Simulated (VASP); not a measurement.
# TmI4 (Ccce) in VASP: relaxation of cell and atoms with PBE

Aim: the relaxation of cell and atoms of TmI4 with PBE.

Program: VASP 6.6.1. These are calculated values, not measurements. Logs are shortened: lines on timing, memory, paths and dates and some standing lists are left out, and cuts for length are marked.

## (1) The cell of the first run

Symmetry: Ccce, No. 68, orthorhombic system. Conventional cell: a = 7.467 Å, b = 15.894 Å, c = 6.908 Å, α = 90.00°, β = 90.00°, γ = 90.00°. Tm (site symmetry 222) has 8 I at 3.02 to 3.35 Å within 4.0 Å. I (site symmetry 1) has 2 Tm at 3.02 to 3.35 Å and 6 I at 3.51 to 3.95 Å within 4.0 Å.

The cell was generated, and may not be a known phase.

## (2) Relaxation of cell and atoms, PBE

INCAR

```
SYSTEM = TmI4
PREC     = Accurate       ! precision mode
ENCUT    = 500            ! plane-wave cutoff, eV
EDIFF    = 1E-7           ! SCF threshold, eV
ISMEAR   = 0              ! smearing method
SIGMA    = 0.1            ! smearing width, eV
LREAL    = .FALSE.        ! projectors in reciprocal space
LASPH    = .TRUE.         ! aspherical terms in the spheres
NELM     = 200            ! most SCF steps
ALGO     = Normal         ! electronic algorithm
ISIF     = 3              ! what is computed and relaxed
LWAVE    = .FALSE.        ! write WAVECAR
LCHARG   = .FALSE.        ! write CHGCAR
GGA      = PE             ! functional
IBRION   = 2              ! ionic algorithm
NSW      = 100            ! ionic steps
EDIFFG   = -0.01          ! ionic threshold
GGA_COMPAT= .FALSE.      
NELMIN   = 4            
LMAXMIX  = 6              ! l up to which the mixer works
KPAR     = 4
```

KPOINTS

```
regular mesh
0
G
  6 6 6
  0 0 0
```

POSCAR

```
TmI4
1.0
    3.7334048168     -7.9469728915      0.0000000000
    3.7334048168      7.9469728915      0.0000000000
    0.0000000000      0.0000000000      6.9082410036
Tm I
2 8
Direct
    0.5000000000      0.5000000000      0.0000000000
    0.0000000000      0.0000000000      0.5000000000
    0.9049803443      0.6808135371      0.1562838987
    0.0950196557      0.3191864629      0.1562838987
    0.1808135371      0.4049803443      0.6562838987
    0.8191864629      0.5950196557      0.6562838987
    0.4049803443      0.1808135371      0.3437161013
    0.5950196557      0.8191864629      0.3437161013
    0.3191864629      0.0950196557      0.8437161013
    0.6808135371      0.9049803443      0.8437161013
```

Potentials or basis: VASP PAW PBE potentials, release 64 (Tm_3, I), 4f in core.

Started as:

```bash
$ cat potpaw_PBE.64/Tm_3/POTCAR potpaw_PBE.64/I/POTCAR > POTCAR
$ mpirun -np 4 vasp_std > vasp.out
```

OUTCAR:

```text
SYSTEM = TmI4
   PREC = Accurate
   ENCUT = 500
   EDIFF = 1E-7
   ISMEAR = 0
   LREAL = .FALSE.
   LASPH = .TRUE.
   NELM = 200
   ISIF = 3
   GGA = PE
   IBRION = 2
   NSW = 100
   EDIFFG = -0.01
   NELMIN = 4

 ion  position               nearest neighbor table
   1  0.500  0.500  0.000-   3 3.02   4 3.02   9 3.02  10 3.02   7 3.35   8 3.35   5 3.35   6 3.35

   2  0.000  0.000  0.500-   5 3.02   6 3.02   7 3.02   8 3.02   3 3.35   4 3.35   9 3.35  10 3.35

   3  0.905  0.681  0.156-   1 3.02   2 3.35   6 3.51   6 3.51
   4  0.095  0.319  0.156-   1 3.02   2 3.35   5 3.51   5 3.51
   5  0.181  0.405  0.656-   2 3.02   1 3.35   4 3.51   4 3.51
   6  0.819  0.595  0.656-   2 3.02   1 3.35   3 3.51   3 3.51
   7  0.405  0.181  0.344-   2 3.02   1 3.35   9 3.51   9 3.51
   8  0.595  0.819  0.344-   2 3.02   1 3.35  10 3.51  10 3.51
   9  0.319  0.095  0.844-   1 3.02   2 3.35   7 3.51   7 3.51
  10  0.681  0.905  0.844-   1 3.02   2 3.35   8 3.51   8 3.51

  LATTYP: Found a base centered orthorhombic cell.
 ALAT       =     7.4668096336
 B/A-ratio  =     2.1286126958
 C/A-ratio  =     0.9251931337

  Lattice vectors:

 A1 = (   3.7334048168,  -7.9469728915,   0.0000000000)
 A2 = (   3.7334048168,   7.9469728915,   0.0000000000)
 A3 = (   0.0000000000,   0.0000000000,   6.9082410036)

Analysis of symmetry for initial positions (statically):
=====================================================================
 Subroutine PRICEL returns:
 Original cell was already a primitive cell.

 Routine SETGRP: Setting up the symmetry group for a
 base centered orthorhombic supercell.

 Subroutine GETGRP returns: Found  8 space group operations
 (whereof  4 operations were pure point group operations)
 out of a pool of  8 trial point group operations.

The static configuration has the point symmetry D_2 .
 The point group associated with its full space group is D_2h.

Analysis of symmetry for dynamics (positions and initial velocities):
=====================================================================
 Subroutine PRICEL returns:
 Original cell was already a primitive cell.

 Routine SETGRP: Setting up the symmetry group for a
 base centered orthorhombic supercell.

 Subroutine GETGRP returns: Found  8 space group operations
 (whereof  4 operations were pure point group operations)
 out of a pool of  8 trial point group operations.

The dynamic configuration has the point symmetry D_2 .
 The point group associated with its full space group is D_2h.

 Subroutine INISYM returns: Found  8 space group operations
 (whereof  4 operations are pure point group operations),
 and found     1 'primitive' translations

----------------------------------------------------------------------------------------

                                     Primitive cell

  volume of cell :     409.9249

  direct lattice vectors                    reciprocal lattice vectors
     3.733404817 -7.946972891  0.000000000     0.133926007 -0.062917039  0.000000000
     3.733404817  7.946972891  0.000000000     0.133926007  0.062917039  0.000000000
     0.000000000  0.000000000  6.908241004     0.000000000  0.000000000  0.144754649

  length of vectors
     8.780244283  8.780244283  6.908241004     0.147968676  0.147968676  0.144754649

  position of ions in fractional coordinates (direct lattice)
     0.500000000  0.500000000  0.000000000
     0.000000000  0.000000000  0.500000000
     0.904980344  0.680813537  0.156283899
     0.095019656  0.319186463  0.156283899
     0.180813537  0.404980344  0.656283899
     0.819186463  0.595019656  0.656283899
     0.404980344  0.180813537  0.343716101
     0.595019656  0.819186463  0.343716101
     0.319186463  0.095019656  0.843716101
     0.680813537  0.904980344  0.843716101

  ion indices of the primitive-cell ions
   primitive index   ion index
                 1           1
                 2           2
                 3           3
                 4           4
                 5           5
                 6           6
                 7           7
                 8           8
                 9           9
                10          10

----------------------------------------------------------------------------------------

 KPOINTS: regular mesh

Automatic generation of k-mesh.
 Grid dimensions read from file:
 generate k-points for:    6    6    6

 Generating k-lattice:

  Cartesian coordinates                     Fractional coordinates (reciprocal lattice)
     0.022321001 -0.010486173  0.000000000     0.166666667  0.000000000  0.000000000
     0.022321001  0.010486173  0.000000000     0.000000000  0.166666667  0.000000000
     0.000000000  0.000000000  0.024125775     0.000000000  0.000000000  0.166666667

  Length of vectors
     0.024661446  0.024661446  0.024125775

  Shift w.r.t. Gamma in fractional coordinates (k-lattice)
     0.000000000  0.000000000  0.000000000

 Subroutine IBZKPT returns following result:
 ===========================================

 Found     52 irreducible k-points:

 Following reciprocal coordinates:
            Coordinates               Weight
  0.000000  0.000000  0.000000      1.000000
  0.166667  0.000000  0.000000      4.000000
  0.333333  0.000000  0.000000      4.000000
  0.500000  0.000000  0.000000      2.000000
  0.166667  0.166667  0.000000      2.000000
  0.333333  0.166667  0.000000      4.000000
[... 16 lines left out ...]
  0.333333  0.333333  0.166667      4.000000
  0.500000  0.333333  0.166667      8.000000
 [... further k-points ...]
   k-points           NKPTS =     52   k-points in BZ     NKDIM =     52   number of bands    NBANDS=     44
   number of dos      NEDOS =    301   number of ions     NIONS =     10
   total plane-waves  NPLWV = 204800
   dimension x,y,z NGX =    64 NGY =   64 NGZ =   50
   dimension x,y,z NGXF=   128 NGYF=  128 NGZF=  100
   ions per type =               2   8
   NGX,Y,Z   is equivalent  to a cutoff of  12.12, 12.12, 12.03 a.u.
   NGXF,Y,Z  is equivalent  to a cutoff of  24.24, 24.24, 24.06 a.u.
 SYSTEM =  TmI4
   PREC   = accura    normal or accurate (medium, high low for compatibility)
   ISTART =      0    job   : 0-new  1-cont  2-samecut
   ICHARG =      2    charge: 1-file 2-atom 10-const
   ISPIN  =      1    spin polarized calculation?
   LNONCOLLINEAR =      F non collinear calculations
   LSORBIT =      F    spin-orbit coupling
   LASPH  =      T    aspherical Exc in radial PAW
   ENCUT  =  500.0 eV  36.75 Ry    6.06 a.u.  16.01 16.01 12.60*2*pi/ulx,y,z
   NELM   =    200;   NELMIN=  4; NELMDL= -5     # of ELM steps
   EDIFF  = 0.1E-06   stopping-criterion for ELM
   LREAL  =      F    real-space projection
   EDIFFG = -.1E-01   stopping-criterion for IOM
   NSW    =    100    number of steps for IOM
   IBRION =      2    ionic relax: 0-MD 1-quasi-New 2-CG
   NFREE  =      1    steps in history (QN), initial steepest desc. (CG)
   ISIF   =      3    stress and relaxation
   ISYM   =      2    0-nonsym 1-usesym 2-fastsym
   POTIM  = 0.5000    time-step for ionic-motion
   TEBEG  =    0.0;   TEEND  =   0.0 temperature during run
   PSTRESS=    0.0 pullay stress
   NELECT =      74.0000    total number of electrons
   NUPDOWN=      -1.0000    fix difference up-down
   EMIN   =  10.00;   EMAX   =-10.00  energy-range for DOS
   EFERMI =   0.00;   METHOD = LEGACY
   ISMEAR =     0;   SIGMA  =   0.10  broadening in eV -4-tet -1-fermi 0-gaus
   EFERMI_NEDOS =   21; number of points for ismear=-14 and -15
   IALGO  =     38    algorithm
   IMIX   =      4    mixing-type and parameters
     AMIX     =   0.40;   BMIX     =  1.00
     AMIX_MAG =   1.60;   BMIX_MAG =  1.00
  volume/ion in A,a.u.               =      40.99       276.63
  Fermi-wavevector in a.u.,A,eV,Ry     =   0.925232  1.748435 11.647325  0.856054
  Thomas-Fermi vector in A             =   2.051064
   LORBIT       =      0    0 simple, 1 ext, 2 COOP (PROOUT), +10 PAW based schemes
   GGA     = PE    functional components
   LHFCALC =     F    Hartree Fock is set to
   AEXX    =    0.0000 exact exchange contribution
   IVDW    =     0    specifies the selected vdW correction
   LEPSILON=     F    determine dielectric tensor
   LRPA    =     F    only Hartree local field effects (RPA)
 conjugate gradient relaxation of ions
 non-spin polarized calculation
 Gauss-broadening in eV      SIGMA  =   0.10
  energy-cutoff  :      500.00
  volume of cell :      409.92
 maximum number of plane-waves:     10458
   NGX = 33   NGY = 33   NGZ = 25

--------------------------------------- Ionic step        1  -------------------------------------------

 number of electron      74.0000006 magnetization

 Free energy of the ion-electron system (eV)
  ---------------------------------------------------
  ext. energy  EPLUGINS =         0.00000000
  ---------------------------------------------------
  free energy    TOTEN  =       -30.37101671 eV

  energy without entropy =      -30.35240185  energy(sigma->0) =      -30.36170928

------------------------ aborting loop because EDIFF is reached ----------------------------------------

  FORCE on cell =-STRESS in cart. coord.  units (eV):
  Direction    XX          YY          ZZ          XY          YZ          ZX
  --------------------------------------------------------------------------------------
  -------------------------------------------------------------------------------------
  Total       -0.0696732      1.2651632      1.8988813      0.0000000      0.0000000      0.0000000
  in kB       -0.2723151      4.9448468      7.4217120      0.0000000      0.0000000      0.0000000
  external PRESSURE =       4.0314146 kB  Pullay stress =       0.0000000 kB
[... 113 lines left out ...]
  FREE ENERGIE OF THE ION-ELECTRON SYSTEM (eV)
  ---------------------------------------------------
  free  energy   TOTEN  =       -30.3866150560 eV

  energy  without entropy=      -30.3676687421  energy(sigma->0) =      -30.37714190

[... ionic steps 4 to 20 ...]

--------------------------------------- Ionic step       21  -------------------------------------------

 number of electron      74.0000001 magnetization

------------------------ aborting loop because EDIFF is reached ----------------------------------------
[... 83 lines left out ...]
--------------------------------------- Ionic step       23  -------------------------------------------

 number of electron      74.0000001 magnetization

 Free energy of the ion-electron system (eV)
  ---------------------------------------------------
  ext. energy  EPLUGINS =         0.00000000
  ---------------------------------------------------
  free energy    TOTEN  =       -30.41656486 eV

  energy without entropy =      -30.39584705  energy(sigma->0) =      -30.40620595

 E-fermi :   1.8225     XC(G=0):  -7.6051

 val. band max:        1.8039461219   @ k =   0.3333   0.1667   0.0000
 cond. band min:       1.8379130537   @ k =   0.5000   0.3333   0.0000
 fundamental gap:      0.0339669318
 Fermi energy:         1.8225257941

 k-point     1 :       0.0000    0.0000    0.0000
  band No.  band energies     occupation
      1     -23.9364      2.00000
      2     -23.9299      2.00000
      3     -23.9296      2.00000
      4     -23.9263      2.00000
      5     -23.8554      2.00000
      6     -23.8472      2.00000
[... 1117 lines left out ...]
     43       5.3018      0.00000
     44       5.5482      0.00000

 [... further k-points ...]
[... 5 lines left out ...]
  --------------------------------------------------------------------------------------
  -------------------------------------------------------------------------------------
  Total        0.0072912      0.0230322     -0.0392203      0.0000000      0.0000000      0.0000000
  in kB        0.0262294      0.0828559     -0.1410906      0.0000000      0.0000000      0.0000000
  external PRESSURE =      -0.0106684 kB  Pullay stress =       0.0000000 kB
[... 25 lines left out ...]
  FREE ENERGIE OF THE ION-ELECTRON SYSTEM (eV)
  ---------------------------------------------------
  free  energy   TOTEN  =       -30.4165648573 eV

  energy  without entropy=      -30.3958470473  energy(sigma->0) =      -30.40620595

 reached required accuracy - stopping structural energy minimisation
```

Wall time 76 min (4 MPI ranks of Intel Xeon Platinum 8259CL at 2.50GHz (Skylake/Cascade Lake), shared host); peak memory 1 GiB.

Results:

| Item | Value |
| --- | --- |
| Free energy | -30.4166 eV |
| Relaxed volume | 44.54 Å³/atom |
| Relaxed cell | a = 9.307 Å, b = 9.307 Å, c = 7.019 Å, α = 90.00°, β = 90.00°, γ = 132.90° |
| Space group after relaxing (to 0.1 Å) | Ccce (No. 68) |
| Energy gained by relaxing | 4.6 meV/atom |
| Ionic steps | 23 |
| Pressure after relaxing | 0.0 GPa |
| Largest force after relaxing | 0.005 eV/Å |
| Band gap on the k mesh | zero (bands 37 and 38 overlap by 1.19 eV) |

Forces on the atoms (eV/Å):
```
Tm   0.000  0.000  0.000
Tm   0.000  0.000  0.000
I    0.004  0.001  0.003
I   -0.004 -0.001  0.003
I    0.004 -0.001  0.003
I   -0.004  0.001  0.003
I    0.004  0.001 -0.003
I   -0.004 -0.001 -0.003
I   -0.004  0.001 -0.003
I    0.004 -0.001 -0.003
```

Step by step:
```csv
step,energy change (eV),largest force (eV/Å),pressure (GPa),volume (Å³)
1,0.0000,0.0307,0.40,409.92
2,-0.0150,0.0541,-0.01,416.07
3,-0.0156,0.0700,-0.11,417.62
4,-0.0202,0.0552,-0.01,417.31
5,-0.0212,0.0441,0.06,417.08
6,-0.0234,0.0449,0.05,418.14
7,-0.0288,0.0485,0.03,421.30
8,-0.0353,0.0564,0.00,427.63
9,-0.0352,0.0748,-0.03,440.25
10,-0.0374,0.0620,-0.02,433.22
11,-0.0396,0.0489,0.00,434.40
12,-0.0426,0.0250,0.03,436.95
13,-0.0413,0.0563,0.10,442.09
14,-0.0433,0.0243,0.05,438.80
15,-0.0437,0.0212,0.00,440.20
16,-0.0437,0.0205,-0.04,441.31
17,-0.0442,0.0181,-0.04,441.90
18,-0.0450,0.0137,-0.04,443.68
19,-0.0449,0.0224,-0.03,447.24
20,-0.0453,0.0151,-0.04,445.31
21,-0.0453,0.0131,0.06,444.59
22,-0.0455,0.0072,0.02,444.90
23,-0.0455,0.0052,0.00,445.37
```

Final structure:
```
CELL_PARAMETERS angstrom
3.71841 -8.53185 0.00000
3.71841 8.53185 0.00000
0.00000 0.00000 7.01927
ATOMIC_POSITIONS crystal
Tm 0.50000 0.50000 0.00000
Tm 0.00000 0.00000 0.50000
I 0.89422 0.68311 0.15561
I 0.10578 0.31689 0.15561
I 0.18311 0.39422 0.65561
I 0.81689 0.60578 0.65561
I 0.39422 0.18311 0.34439
I 0.60578 0.81689 0.34439
I 0.31689 0.10578 0.84439
I 0.68311 0.89422 0.84439
```

Levels at points of the mesh, in eV from the Fermi level:
| k point | band 35 | band 36 | band 37 | band 38 | band 39 | band 40 |
| --- | --- | --- | --- | --- | --- | --- |
| (0.00, 0.00, 0.00) | -0.40 | -0.02 | 0.50 | 0.73 | 2.39 | 2.40 |
| (0.50, 0.00, 0.00) | -0.02 | -0.02 | 0.36 | 0.36 | 2.61 | 2.61 |
| (0.50, 0.50, 0.00) | -0.39 | -0.03 | 0.48 | 0.74 | 2.34 | 2.41 |
| (0.00, 0.00, 0.50) | -0.69 | -0.69 | -0.62 | -0.62 | 2.81 | 2.81 |
| (0.50, 0.00, 0.50) | -0.90 | -0.90 | -0.69 | -0.69 | 2.69 | 2.69 |
| (0.50, 0.50, 0.50) | -0.71 | -0.71 | -0.59 | -0.59 | 2.85 | 2.85 |

Caveat: spin-orbit coupling is left out, which moves the levels of the heavy elements; the 4f electrons are frozen in the core, so they carry no moment and show no levels; the run has no spin polarisation, though such a crystal can be magnetic.

The gap in the log of VASP goes by the Fermi energy; the results here count the filled bands.